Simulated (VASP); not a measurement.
Wanted: the native input for a VASP 6.6.1 run.

```yaml
Task: single point
Functional: r2SCAN
Potentials_or_basis: VASP PAW PBE potentials, release 64 (Li_sv, Se)
Cutoff: 830 eV
k_mesh: 8 × 8 × 8
Occupations: gaussian, width 0.02 eV
Spin: no spin polarisation
Dipole_correction: no
Further_INCAR_settings: ALGO = Normal; EDIFF = 1e-06; NBANDS = 13
```

The system is Li2Se.

```xyz
3
Lattice="0.0000 2.9323 2.9323 2.9323 0.0000 2.9323 2.9323 2.9323 0.0000" Properties=species:S:1:pos:R:3 pbc="T T T"
Li    1.4662    1.4662    1.4662
Li    4.3985    4.3985    4.3985
Se    0.0000    0.0000    0.0000
```

The input as run:

POSCAR

```
Li2Se
1.0
    0.0000000000      2.9323018948      2.9323018948
    2.9323018948      0.0000000000      2.9323018948
    2.9323018948      2.9323018948      0.0000000000
Li Se
2 1
Direct
    0.2500000000      0.2500000000      0.2500000000
    0.7500000000      0.7500000000      0.7500000000
    0.0000000000      0.0000000000      0.0000000000
```

INCAR.step1

```
  PREC = Accurate
  ENCUT = 830
  ISMEAR = 0
  SIGMA = 0.02
  LREAL = False
  LASPH = True
  NELM = 120
  NBANDS = 13
  GGA = PE
  ALGO = Normal
  EDIFF = 1E-5
  LWAVE = True
  LCHARG = False
  GGA_COMPAT = False
```

INCAR.step2

```
  PREC = Accurate
  ENCUT = 830
  EDIFF = 1E-6
  ISMEAR = 0
  SIGMA = 0.02
  LREAL = False
  LASPH = True
  NELM = 120
  ALGO = Normal
  ISIF = 2
  LWAVE = False
  LCHARG = True
  METAGGA = R2SCAN
  LMIXTAU = True
  LELF = True
  LVHAR = True
  NBANDS = 13
  ISTART = 1
  GGA_COMPAT = False
```

KPOINTS

```
regular mesh
0
Gamma
  8 8 8
```

Potentials or basis: VASP PAW PBE potentials, release 64 (Li_sv, Se).

The run is started by

```bash
$ cat potpaw_PBE.64/Li_sv/POTCAR potpaw_PBE.64/Se/POTCAR > POTCAR
$ cp INCAR.step1 INCAR
$ mpirun -np 1 vasp_std > vasp.out
$ cp INCAR.step2 INCAR
$ mpirun -np 1 vasp_std > vasp.out
```

Results of the run:

```json
{
 "Pressure": "2.3 GPa",
 "Band gap on the k mesh": "3.41 eV (least direct gap 4.47 eV)"
}
```

Caveat: the PAW data sets were made with another functional, which shifts forces and pressure a little.

Wall time 2.9 min on 1 thread of Intel(R) Xeon(R) Platinum 8488C (Sapphire Rapids) (shared host), peak memory 0.27 GiB.
